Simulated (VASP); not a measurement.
# TaSi (NiAs type) (P6_3/mmc) in VASP: further runs, part 2 of 2

VASP 6.6.1. Earlier steps stand in the parts before.

## (3) Single point, PBE

This run uses another cell than the first one, of 8.56 Å³/atom.

Contents of INCAR:

```
ALGO = Normal ; EDIFF = 1E-6
ENCUT = 500 ; GGA = PE
GGA_COMPAT = F ; ISIF = 2
ISMEAR = -1 ; LASPH = T
LCHARG = T ; LELF = T
LREAL = F ; LVHAR = T
LWAVE = F ; NBANDS = 25
NELM = 120 ; PREC = Accurate
SIGMA = 0.1
```

Contents of KPOINTS:

```
k-points
0
Gamma
  12 12 7
```

Contents of POSCAR:

```
TaSi
1.0
    3.0926852922      0.0000000000      0.0000000000
   -1.5463426461      2.6783440290      0.0000000000
    0.0000000000      0.0000000000      4.1358377199
Si Ta
2 2
Direct
    0.0000000000      0.0000000000      0.0000000000
    0.0000000000      0.0000000000      0.5000000000
    0.3333333333      0.6666666667      0.2500000000
    0.6666666667      0.3333333333      0.7500000000
```

Potentials or basis: VASP PAW PBE potentials, release 64 (Si, Ta_sv_GW).

The run is started by

```sh
> cat potpaw_PBE.64/Si/POTCAR potpaw_PBE.64/Ta_sv_GW/POTCAR > POTCAR
> mpirun -np 1 vasp_std > vasp.out
```

OUTCAR:

```text
EDIFF = 1E-6
   ENCUT = 500
   GGA = PE
   ISIF = 2
   ISMEAR = -1
   LASPH = T
   LREAL = F
   NELM = 120
   PREC = Accurate

 ion  position               nearest neighbor table
   1  0.000  0.000  0.000-   3 2.06   4 2.06   4 2.06   3 2.06   4 2.06   3 2.06   2 2.07   2 2.07

   2  0.000  0.000  0.500-   3 2.06   4 2.06   4 2.06   3 2.06   4 2.06   3 2.06   1 2.07   1 2.07

   3  0.333  0.667  0.250-   1 2.06   2 2.06   1 2.06   2 2.06   1 2.06   2 2.06   4 2.73   4 2.73
                             4 2.73   4 2.73   4 2.73   4 2.73
   4  0.667  0.333  0.750-   1 2.06   2 2.06   1 2.06   2 2.06   1 2.06   2 2.06   3 2.73   3 2.73
                             3 2.73   3 2.73   3 2.73   3 2.73

  LATTYP: Found a hexagonal cell.
 ALAT       =     3.0926852922
 C/A-ratio  =     1.3372966627

  Lattice vectors:

 A1 = (   3.0926852922,   0.0000000000,   0.0000000000)
 A2 = (  -1.5463426461,   2.6783440290,   0.0000000000)
 A3 = (   0.0000000000,   0.0000000000,   4.1358377199)

Analysis of symmetry for initial positions (statically):
=====================================================================
 Subroutine PRICEL returns:
 Original cell was already a primitive cell.

 Routine SETGRP: Setting up the symmetry group for a
 hexagonal supercell.

 Subroutine GETGRP returns: Found 24 space group operations
 (whereof 12 operations were pure point group operations)
 out of a pool of 24 trial point group operations.

The static configuration has the point symmetry D_3d.
 The point group associated with its full space group is D_6h.

Analysis of symmetry for dynamics (positions and initial velocities):
=====================================================================
 Subroutine PRICEL returns:
 Original cell was already a primitive cell.

 Routine SETGRP: Setting up the symmetry group for a
 hexagonal supercell.

[... 120 lines left out ...]
   NELECT =      34.0000    total number of electrons
   NUPDOWN=      -1.0000    fix difference up-down
   EMIN   =  10.00;   EMAX   =-10.00  energy-range for DOS
   EFERMI =   0.00;   METHOD = LEGACY
   ISMEAR =    -1;   SIGMA  =   0.10  broadening in eV -4-tet -1-fermi 0-gaus
   EFERMI_NEDOS =   21; number of points for ismear=-14 and -15
   IALGO  =     38    algorithm
   IMIX   =      4    mixing-type and parameters
     AMIX     =   0.40;   BMIX     =  1.00
     AMIX_MAG =   1.60;   BMIX_MAG =  1.00
  volume/ion in A,a.u.               =       8.56        57.80
  Fermi-wavevector in a.u.,A,eV,Ry     =   1.632974  3.085873 36.281352  2.666604
  Thomas-Fermi vector in A             =   2.724856
   LORBIT       =      0    0 simple, 1 ext, 2 COOP (PROOUT), +10 PAW based schemes
   GGA     = PE    functional components
   LHFCALC =     F    Hartree Fock is set to
   AEXX    =    0.0000 exact exchange contribution
   IVDW    =     0    specifies the selected vdW correction
   LEPSILON=     F    determine dielectric tensor
   LRPA    =     F    only Hartree local field effects (RPA)
 non-spin polarized calculation
  energy-cutoff  :      500.00
  volume of cell :       34.26
 maximum number of plane-waves:       891
 NGX is ok and might be reduce to    24
   NGX = 11   NGY = 11   NGZ = 15

 number of electron      34.0000002 magnetization

 Free energy of the ion-electron system (eV)
  ---------------------------------------------------
  ext. energy  EPLUGINS =         0.00000000
  ---------------------------------------------------
  free energy    TOTEN  =       -13.91876014 eV

  energy without entropy =      -13.87387744  energy(sigma->0) =      -13.89631879

 E-fermi :  21.4778     XC(G=0): -15.5928

 val. band max:       21.4748153857   @ k =   0.0833  -0.0000   0.0000
 cond. band min:      21.4792920724   @ k =   0.2500  -0.0000   0.1429
 fundamental gap:      0.0044766867
 Fermi energy:        21.4778067422

 k-point     1 :       0.0000    0.0000    0.0000
  band No.  band energies     occupation
      1     -46.0314      2.00000
      2     -45.6895      2.00000
      3     -14.4601      2.00000
      4     -13.3185      2.00000
      5     -13.3185      2.00000
      6     -12.7673      2.00000
[... 661 lines left out ...]
     24      30.1611      0.00000
     25      31.2030      0.00000

 [... further k-points ...]
[... 5 lines left out ...]
  --------------------------------------------------------------------------------------
  -------------------------------------------------------------------------------------
  Total       92.2363767     92.2363767     92.0997135      0.0000000      0.0000000      0.0000000
  in kB     4313.6731710   4313.6731711   4307.2817619      0.0000000      0.0000000      0.0000000
  external PRESSURE =    4311.5427013 kB  Pullay stress =       0.0000000 kB

 VOLUME and BASIS-vectors are now :
 -----------------------------------------------------------------------------
  energy-cutoff  :      500.00
  volume of cell :       34.26
      direct lattice vectors                 reciprocal lattice vectors
     3.092685292  0.000000000  0.000000000     0.323343601  0.186682515  0.000000000
    -1.546342646  2.678344029  0.000000000     0.000000000  0.373365030  0.000000000
     0.000000000  0.000000000  4.135837720     0.000000000  0.000000000  0.241788984

 POSITION                                       TOTAL-FORCE (eV/Angst)
 -----------------------------------------------------------------------------------
      0.00000      0.00000      0.00000         0.000000      0.000000      0.000000
      0.00000      0.00000      2.06792         0.000000      0.000000      0.000000
     -0.00000      1.78556      1.03396         0.000000     -0.000000      0.000000
      1.54634      0.89278      3.10188        -0.000000      0.000000     -0.000000
 -----------------------------------------------------------------------------------
    total drift:                               -0.000000      0.000000      0.000000

  FREE ENERGIE OF THE ION-ELECTRON SYSTEM (eV)
  ---------------------------------------------------
  free  energy   TOTEN  =       -13.9187601441 eV

  energy  without entropy=      -13.8738774407  energy(sigma->0) =      -13.89631879
```

stdout:

```text
POSCAR found type information on POSCAR SiTa
 POSCAR found :  2 types and       4 ions
 scaLAPACK will be used
 LDA part: xc-table for (Slater+PW92), standard interpolation
 POSCAR, INCAR and KPOINTS ok, starting setup
 FFT: planning ... GRIDC
 FFT: planning ... GRID_SOFT
 FFT: planning ... GRID
 WAVECAR not read
 entering main loop
```

Wall time 32 s (1 thread of Intel Xeon Platinum 8559C (Emerald Rapids), shared host); peak memory 0.18 GiB.

Results:

```yaml
Free_energy: -13.9188 eV
Pressure: 431.2 GPa
Band_gap_on_the_k_mesh: zero (bands 17 and 18 overlap by 4.93 eV)
```

Caveat: the cell stands under pressure; spin-orbit coupling is left out, which moves the levels of the heavy elements.

The gap in the log of VASP goes by the Fermi energy; the results here count the filled bands.